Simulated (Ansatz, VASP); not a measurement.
## Mg: VASP beside Ansatz

```
Mg
1.0
     3.20927    0.00000    0.00000
    -1.60464    2.77931    0.00000
     0.00000    0.00000    5.21033
Mg
2
Cartesian
  0.0000 1.8529 1.3026
  1.6046 0.9264 3.9077
```

Alike in both runs: task relaxation of cell and atoms; functional LDA; k mesh 18 × 18 × 10; occupations fermi-dirac, width 0.05 eV; no spin polarisation.

```csv
,VASP,Ansatz
version,VASP 6.6.1,Ansatz 0.2.0
potentials or method,"VASP PAW LDA potentials, release 64 (Mg)","PAW with Ansatz's default frozen-core files, scalar-relativistic"
plane-wave cutoff (eV),600,420
valence electrons in the cell,4,20
```

|  | VASP | Ansatz | Ansatz less VASP |
| --- | --- | --- | --- |
| relaxed volume (Å³/atom) | 21.44 | 21.61 | +0.173 |
| relaxed length of the cell vector where the two differ most in proportion (Å) | 5.060 | 5.075 | +0.0149 |

LDA's correlation is that of Perdew and Zunger in VASP and of Perdew and Wang (1992) in Ansatz. VASP's potentials hold 4 valence electrons a cell and Ansatz's 20, so a difference there can come from the potentials and not from the codes.
